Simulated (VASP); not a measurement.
# Na2S (Fm-3m) in VASP: further runs

Aim: see how the results for Na2S move with the level of theory and the settings. Levels: HSE06, PBE-based screened hybrid with 75 % exact exchange, PBE-based screened hybrid with 100 % exact exchange. Tasks: single point.

Program: VASP 6.6.1. These are calculated values, not measurements. Logs are shortened: lines on timing, memory, paths and dates and some standing lists are left out, and cuts for length are marked.

## 1. The cell of the first run

Symmetry: Fm-3m, No. 225, cubic system. Conventional cell: a = 6.511 Å, b = 6.511 Å, c = 6.511 Å, α = 90.00°, β = 90.00°, γ = 90.00°. Within 3.7 Å of Na (site symmetry -43m) lie 4 S at 2.82 Å and 6 Na at 3.26 Å. S (site symmetry m-3m) has 8 Na at 2.82 Å within 3.7 Å.

## 2. Single point, HSE06

Input file POSCAR:

```
Na2S
1.0
    0.0000000000      3.2554286299      3.2554286299
    3.2554286299      0.0000000000      3.2554286299
    3.2554286299      3.2554286299      0.0000000000
Na S
2 1
Direct
    0.2500000000      0.2500000000      0.2500000000
    0.7500000000      0.7500000000      0.7500000000
    0.0000000000      0.0000000000      0.0000000000
```

Input file INCAR.step1:

```
SYSTEM = Na2S
ALGO = Normal
EDIFF = 1E-5
ENCUT = 400
GGA = PE
GGA_COMPAT = .FALSE.
ISIF = 2
ISMEAR = 0
LASPH = .TRUE.
LCHARG = .FALSE.
LREAL = .FALSE.
LWAVE = .TRUE.
NBANDS = 17
NELM = 120
PREC = Accurate
SIGMA = 0.01
```

Input file INCAR.step2:

```
SYSTEM = Na2S
ALGO = Normal
EDIFF = 1E-6
ENCUT = 400
GGA = PE
GGA_COMPAT = .FALSE.
HFSCREEN = 0.2079
ISIF = 2
ISMEAR = 0
ISTART = 1
LASPH = .TRUE.
LCHARG = .FALSE.
LHFCALC = .TRUE.
LREAL = .FALSE.
LWAVE = .FALSE.
NBANDS = 17
NELM = 120
PREC = Accurate
PRECFOCK = Normal
SIGMA = 0.01
```

Input file KPOINTS:

```
k-points
0
G
  4 4 4
  0 0 0
```

Potentials or basis: VASP PAW PBE potentials, release 64 (Na_pv, S).

The run is started by

```sh
> cat potpaw_PBE.64/Na_pv/POTCAR potpaw_PBE.64/S/POTCAR > POTCAR
> cp INCAR.step1 INCAR
> mpirun -np 1 vasp_std > vasp.out
> cp INCAR.step2 INCAR
> mpirun -np 1 vasp_std > vasp.out
```

OUTCAR:

```text
SYSTEM = Na2S
   EDIFF = 1E-6
   ENCUT = 400
   GGA = PE
   HFSCREEN = 0.2079
   ISIF = 2
   ISMEAR = 0
   ISTART = 1
   LASPH = .TRUE.
   LHFCALC = .TRUE.
   LREAL = .FALSE.
   NELM = 120
   PREC = Accurate
   PRECFOCK = Normal

 ion  position               nearest neighbor table
   1  0.250  0.250  0.250-
   2  0.750  0.750  0.750-
   3  0.000  0.000  0.000-

  LATTYP: Found a face centered cubic cell.
 ALAT       =     6.5108572598

  Lattice vectors:

 A1 = (   0.0000000000,   3.2554286299,   3.2554286299)
 A2 = (   3.2554286299,   0.0000000000,   3.2554286299)
 A3 = (   3.2554286299,   3.2554286299,   0.0000000000)

Analysis of symmetry for initial positions (statically):
=====================================================================
 Subroutine PRICEL returns:
 Original cell was already a primitive cell.

 Routine SETGRP: Setting up the symmetry group for a
 face centered cubic supercell.

 Subroutine GETGRP returns: Found 48 space group operations
 (whereof 48 operations were pure point group operations)
 out of a pool of 48 trial point group operations.

The static configuration has the point symmetry O_h .

Analysis of symmetry for dynamics (positions and initial velocities):
=====================================================================
 Subroutine PRICEL returns:
 Original cell was already a primitive cell.

 Routine SETGRP: Setting up the symmetry group for a
 face centered cubic supercell.

 Subroutine GETGRP returns: Found 48 space group operations
 (whereof 48 operations were pure point group operations)
 out of a pool of 48 trial point group operations.

The dynamic configuration has the point symmetry O_h .

 Subroutine INISYM returns: Found 48 space group operations
 (whereof 48 operations are pure point group operations),
 and found     1 'primitive' translations

----------------------------------------------------------------------------------------

                                     Primitive cell

  volume of cell :      69.0009

  direct lattice vectors                    reciprocal lattice vectors
     0.000000000  3.255428630  3.255428630    -0.153589606  0.153589606  0.153589606
     3.255428630  0.000000000  3.255428630     0.153589606 -0.153589606  0.153589606
     3.255428630  3.255428630  0.000000000     0.153589606  0.153589606 -0.153589606

  length of vectors
     4.603871320  4.603871320  4.603871320     0.266025001  0.266025001  0.266025001

  position of ions in fractional coordinates (direct lattice)
     0.250000000  0.250000000  0.250000000
     0.750000000  0.750000000  0.750000000
     0.000000000  0.000000000  0.000000000

  ion indices of the primitive-cell ions
   primitive index   ion index
                 1           1
                 2           2
                 3           3

----------------------------------------------------------------------------------------

 KPOINTS: k-points

Automatic generation of k-mesh.
 Grid dimensions read from file:
 generate k-points for:    4    4    4

 Generating k-lattice:

  Cartesian coordinates                     Fractional coordinates (reciprocal lattice)
    -0.038397401  0.038397401  0.038397401     0.250000000  0.000000000  0.000000000
     0.038397401 -0.038397401  0.038397401     0.000000000  0.250000000  0.000000000
     0.038397401  0.038397401 -0.038397401     0.000000000  0.000000000  0.250000000

  Length of vectors
     0.066506250  0.066506250  0.066506250

  Shift w.r.t. Gamma in fractional coordinates (k-lattice)
     0.000000000  0.000000000  0.000000000

 Subroutine IBZKPT returns following result:
 ===========================================

 Found      8 irreducible k-points:

 Following reciprocal coordinates:
            Coordinates               Weight
  0.000000  0.000000  0.000000      1.000000
  0.250000  0.000000  0.000000      8.000000
  0.500000  0.000000  0.000000      4.000000
  0.250000  0.250000  0.000000      6.000000
  0.500000  0.250000  0.000000     24.000000
 -0.250000  0.250000  0.000000     12.000000
  0.500000  0.500000  0.000000      3.000000
 -0.250000  0.500000  0.250000      6.000000
   k-points           NKPTS =      8   k-points in BZ     NKDIM =     64   number of bands    NBANDS=     17
   number of dos      NEDOS =    301   number of ions     NIONS =      3
   total plane-waves  NPLWV =  27000
   dimension x,y,z NGX =    30 NGY =   30 NGZ =   30
   dimension x,y,z NGXF=    60 NGYF=   60 NGZF=   60
   ions per type =               2   1
   NGX,Y,Z   is equivalent  to a cutoff of  10.83, 10.83, 10.83 a.u.
   NGXF,Y,Z  is equivalent  to a cutoff of  21.67, 21.67, 21.67 a.u.
 SYSTEM =  Na2S
   PREC   = accura    normal or accurate (medium, high low for compatibility)
   ISTART =      1    job   : 0-new  1-cont  2-samecut
   ICHARG =      0    charge: 1-file 2-atom 10-const
   ISPIN  =      1    spin polarized calculation?
   LNONCOLLINEAR =      F non collinear calculations
   LSORBIT =      F    spin-orbit coupling
   LASPH  =      T    aspherical Exc in radial PAW
   ENCUT  =  400.0 eV  29.40 Ry    5.42 a.u.   7.51  7.51  7.51*2*pi/ulx,y,z
   NELM   =    120;   NELMIN=  2; NELMDL=  0     # of ELM steps
   EDIFF  = 0.1E-05   stopping-criterion for ELM
   LREAL  =      F    real-space projection
   EDIFFG = 0.1E-04   stopping-criterion for IOM
   NSW    =      0    number of steps for IOM
   IBRION =     -1    ionic relax: 0-MD 1-quasi-New 2-CG
   NFREE  =      0    steps in history (QN), initial steepest desc. (CG)
   ISIF   =      2    stress and relaxation
   ISYM   =      3    0-nonsym 1-usesym 2-fastsym
   POTIM  = 0.5000    time-step for ionic-motion
   TEBEG  =    0.0;   TEEND  =   0.0 temperature during run
   PSTRESS=    0.0 pullay stress
   NELECT =      20.0000    total number of electrons
   NUPDOWN=      -1.0000    fix difference up-down
   EMIN   =  10.00;   EMAX   =-10.00  energy-range for DOS
   EFERMI =   0.00;   METHOD = LEGACY
   ISMEAR =     0;   SIGMA  =   0.01  broadening in eV -4-tet -1-fermi 0-gaus
   EFERMI_NEDOS =   21; number of points for ismear=-14 and -15
   IALGO  =     38    algorithm
   IMIX   =      1    mixing-type and parameters
     AMIX     =   0.40;   BMIX     =  1.00
     AMIX_MAG =   1.60;   BMIX_MAG =  1.00
  volume/ion in A,a.u.               =      23.00       155.21
  Fermi-wavevector in a.u.,A,eV,Ry     =   1.083428  2.047382 15.970734  1.173816
  Thomas-Fermi vector in A             =   2.219494
   LORBIT       =      0    0 simple, 1 ext, 2 COOP (PROOUT), +10 PAW based schemes
   GGA     = PE    functional components
   LHFCALC =     T    Hartree Fock is set to
   PRECFOCK=normal    Normal, Fast or Accurate (Low or Medium for compatibility)
   ENCUT4O =  -1.0   cutoff for four orbital integrals eV
   NKREDX  =     1    reduce k-point grid by
   NKREDY  =     1    reduce k-point grid by
   NKREDZ  =     1    reduce k-point grid by
   AEXX    =    0.2500 exact exchange contribution
   HFSCREEN=    0.2079 screening length (either q_TF or 0.3 A-1)
   HFSCREENC=   0.2079 screening length for correlation (either q_TF or 0.3 A-1)
   ENCUTFOCK=  -1.0 apply spherical cutoff to Coloumb kernel
   IVDW    =     0    specifies the selected vdW correction
   LEPSILON=     F    determine dielectric tensor
   LRPA    =     F    only Hartree local field effects (RPA)
 non-spin polarized calculation
 Gauss-broadening in eV      SIGMA  =   0.01
  energy-cutoff  :      400.00
  volume of cell :       69.00
 maximum number of plane-waves:      1283
  NGX = 24; NGY = 24; NGZ = 24

 number of electron      19.9999976 magnetization

 Free energy of the ion-electron system (eV)
  ---------------------------------------------------
  ext. energy  EPLUGINS =         0.00000000
  ---------------------------------------------------
  free energy    TOTEN  =       -11.50084554 eV

  energy without entropy =      -11.50084554  energy(sigma->0) =      -11.50084554

 E-fermi :  -0.4174     XC(G=0):  -6.5798

 val. band max:       -0.4734818472   @ k =   0.0000   0.0000   0.0000
 cond. band min:       3.0433412439   @ k =   0.0000   0.0000   0.0000
 fundamental gap:      3.5168230911
 Fermi energy:        -0.4173771359

 k-point     1 :       0.0000    0.0000    0.0000
  band No.  band energies     occupation
      1     -25.0009      2.00000
      2     -25.0009      2.00000
      3     -25.0009      2.00000
      4     -24.9488      2.00000
      5     -24.9488      2.00000
      6     -24.9488      2.00000
      7     -11.6870      2.00000
      8      -0.4735      2.00000
      9      -0.4735      2.00000
     10      -0.4735      2.00000
     11       3.0433      0.00000
     12       8.4911      0.00000
     13       8.4911      0.00000
     14       8.4911      0.00000
     15      10.1499      0.00000
     16      10.1499      0.00000
     17      12.0289      0.00000

 k-point     2 :       0.2500    0.0000    0.0000
  band No.  band energies     occupation
      1     -24.9963      2.00000
      2     -24.9939      2.00000
      3     -24.9939      2.00000
      4     -24.9605      2.00000
      5     -24.9570      2.00000
      6     -24.9570      2.00000
      7     -11.5497      2.00000
      8      -1.5268      2.00000
      9      -0.5497      2.00000
     10      -0.5497      2.00000
     11       4.4443      0.00000
     12       7.7912      0.00000
     13       8.3735      0.00000
     14       8.3735      0.00000
     15       9.9456      0.00000
     16       9.9456      0.00000
     17      11.1301      0.00000

 k-point     3 :       0.5000    0.0000    0.0000
  band No.  band energies     occupation
      1     -24.9842      2.00000
      2     -24.9783      2.00000
      3     -24.9769      2.00000
      4     -24.9769      2.00000
      5     -24.9748      2.00000
      6     -24.9748      2.00000
      7     -11.4051      2.00000
      8      -2.2539      2.00000
      9      -0.6220      2.00000
     10      -0.6220      2.00000
     11       5.4730      0.00000
     12       7.1308      0.00000
     13       7.8193      0.00000
     14       7.8193      0.00000
     15      12.1648      0.00000
     16      12.3526      0.00000
     17      12.3526      0.00000

 k-point     4 :       0.2500    0.2500    0.0000
  band No.  band energies     occupation
      1     -25.0071      2.00000
      2     -25.0070      2.00000
      3     -24.9888      2.00000
      4     -24.9682      2.00000
      5     -24.9455      2.00000
      6     -24.9455      2.00000
      7     -11.5053      2.00000
      8      -1.4888      2.00000
      9      -0.7420      2.00000
     10      -0.7420      2.00000
     11       4.6412      0.00000
     12       7.4510      0.00000
     13       7.7610      0.00000
     14       9.3276      0.00000
     15       9.3276      0.00000
     16      11.0085      0.00000
     17      13.3559      0.00000

 k-point     5 :       0.5000    0.2500    0.0000
  band No.  band energies     occupation
      1     -25.0130      2.00000
      2     -25.0031      2.00000
      3     -25.0018      2.00000
      4     -24.9532      2.00000
      5     -24.9515      2.00000
      6     -24.9467      2.00000
      7     -11.3623      2.00000
      8      -1.9422      2.00000
      9      -1.1440      2.00000
     10      -0.8119      2.00000
     11       5.2940      0.00000
     12       7.0192      0.00000
     13       8.1010      0.00000
     14       8.9385      0.00000
     15      10.2653      0.00000
     16      12.4517      0.00000
     17      13.0776      0.00000

 k-point     6 :      -0.2500    0.2500    0.0000
  band No.  band energies     occupation
      1     -25.0139      2.00000
      2     -24.9849      2.00000
      3     -24.9808      2.00000
      4     -24.9743      2.00000
      5     -24.9713      2.00000
      6     -24.9420      2.00000
      7     -11.4090      2.00000
      8      -1.8208      2.00000
      9      -1.1898      2.00000
     10      -0.6272      2.00000
     11       5.8554      0.00000
     12       6.6509      0.00000
     13       7.9763      0.00000
     14       8.4631      0.00000
     15       9.8925      0.00000
     16      11.8616      0.00000
     17      12.9854      0.00000

 k-point     7 :       0.5000    0.5000    0.0000
  band No.  band energies     occupation
      1     -25.0275      2.00000
      2     -25.0128      2.00000
      3     -25.0128      2.00000
      4     -24.9415      2.00000
      5     -24.9415      2.00000
      6     -24.9351      2.00000
      7     -11.3170      2.00000
      8      -2.0655      2.00000
      9      -0.9835      2.00000
     10      -0.9835      2.00000
     11       4.3059      0.00000
     12       6.7028      0.00000
     13       9.4424      0.00000
     14      10.6776      0.00000
     15      10.6776      0.00000
     16      12.7256      0.00000
     17      12.9540      0.00000

 k-point     8 :      -0.2500    0.5000    0.2500
  band No.  band energies     occupation
      1     -25.0230      2.00000
      2     -25.0174      2.00000
      3     -24.9772      2.00000
      4     -24.9772      2.00000
      5     -24.9386      2.00000
      6     -24.9380      2.00000
      7     -11.3156      2.00000
      8      -1.5764      2.00000
      9      -1.5764      2.00000
     10      -1.1034      2.00000
     11       5.3189      0.00000
     12       8.0247      0.00000
     13       8.0367      0.00000
     14       8.0367      0.00000
     15      11.5166      0.00000
     16      11.5166      0.00000
     17      12.9735      0.00000

------------------------ aborting loop because EDIFF is reached ----------------------------------------

  FORCE on cell =-STRESS in cart. coord.  units (eV):
  Direction    XX          YY          ZZ          XY          YZ          ZX
  --------------------------------------------------------------------------------------
  -------------------------------------------------------------------------------------
  Total        0.0051859      0.0051859      0.0051859     -0.0000000     -0.0000000     -0.0000000
  in kB        0.1204155      0.1204155      0.1204155     -0.0000000     -0.0000000     -0.0000000
  external PRESSURE =       0.1204155 kB  Pullay stress =       0.0000000 kB

 VOLUME and BASIS-vectors are now :
 -----------------------------------------------------------------------------
  energy-cutoff  :      400.00
  volume of cell :       69.00
      direct lattice vectors                 reciprocal lattice vectors
     0.000000000  3.255428630  3.255428630    -0.153589606  0.153589606  0.153589606
     3.255428630  0.000000000  3.255428630     0.153589606 -0.153589606  0.153589606
     3.255428630  3.255428630  0.000000000     0.153589606  0.153589606 -0.153589606

 POSITION                                       TOTAL-FORCE (eV/Angst)
 -----------------------------------------------------------------------------------
      1.62771      1.62771      1.62771         0.000000      0.000000      0.000000
      4.88314      4.88314      4.88314        -0.000000     -0.000000     -0.000000
      0.00000      0.00000      0.00000         0.000000      0.000000     -0.000000
 -----------------------------------------------------------------------------------
    total drift:                               -0.000000     -0.000001     -0.000002

  FREE ENERGIE OF THE ION-ELECTRON SYSTEM (eV)
  ---------------------------------------------------
  free  energy   TOTEN  =       -11.5008455385 eV

  energy  without entropy=      -11.5008455385  energy(sigma->0) =      -11.50084554
```

It took 4.8 min on 1 thread of AMD EPYC 7R43 (Zen 3), shared host; peak memory 0.23 GiB.

What came out:

```
Free energy            : -11.5008 eV
Pressure               : 0.0 GPa
Band gap on the k mesh : 3.52 eV
```

Caveat: the PAW data sets were made with another functional, which shifts forces and pressure a little.

## 3. Single point, PBE-based screened hybrid with 75 % exact exchange

POSCAR is that of step 2.

Input file INCAR.step1:

```
PREC = Accurate
ENCUT = 400
EDIFF = 1E-5
ISMEAR = 0
SIGMA = 0.01
LREAL = False
LASPH = True
NELM = 120
ALGO = Normal
ISIF = 2
LWAVE = True
LCHARG = False
NBANDS = 17
GGA = PE
GGA_COMPAT = False
```

Input file INCAR.step2:

```
PREC = Accurate
ENCUT = 400
EDIFF = 1E-6
ISMEAR = 0
SIGMA = 0.01
LREAL = False
LASPH = True
NELM = 120
ALGO = Normal
ISIF = 2
LWAVE = False
LCHARG = False
GGA = PE
LHFCALC = True
AEXX = 0.75
HFSCREEN = 0.1
PRECFOCK = Normal
NBANDS = 17
ISTART = 1
GGA_COMPAT = False
```

Input file KPOINTS:

```
regular mesh
0
Gamma
  4 4 4
```

Potentials or basis: VASP PAW PBE potentials, release 64 (Na_pv, S).

The run is started by

```sh
> cat potpaw_PBE.64/Na_pv/POTCAR potpaw_PBE.64/S/POTCAR > POTCAR
> cp INCAR.step1 INCAR
> mpirun -np 1 vasp_std > vasp.out
> cp INCAR.step2 INCAR
> mpirun -np 1 vasp_std > vasp.out
```

Run time: 10 min. Hardware: 1 thread of AMD EPYC 7R43 (Zen 3), shared host; peak memory 0.23 GiB.

It converged, with:

```
Free energy            : -16.0859 eV
Pressure               : -1.2 GPa
Band gap on the k mesh : 6.66 eV
```

Levels at points of the mesh, in eV from the valence-band top:
```
           k point  band 8  band 9  band 10  band 11  band 12  band 13
(0.00, 0.00, 0.00)    0.00    0.00     0.00     6.66    12.51    12.51
(0.50, 0.00, 0.00)   -2.03   -0.18    -0.18     9.35    10.87    11.69
(0.50, 0.50, 0.00)   -1.80   -0.61    -0.61     7.75    10.64    13.80
```

Caveat: the PAW data sets were made with another functional, which shifts forces and pressure a little.

(Part 1 of 2 ends here.)
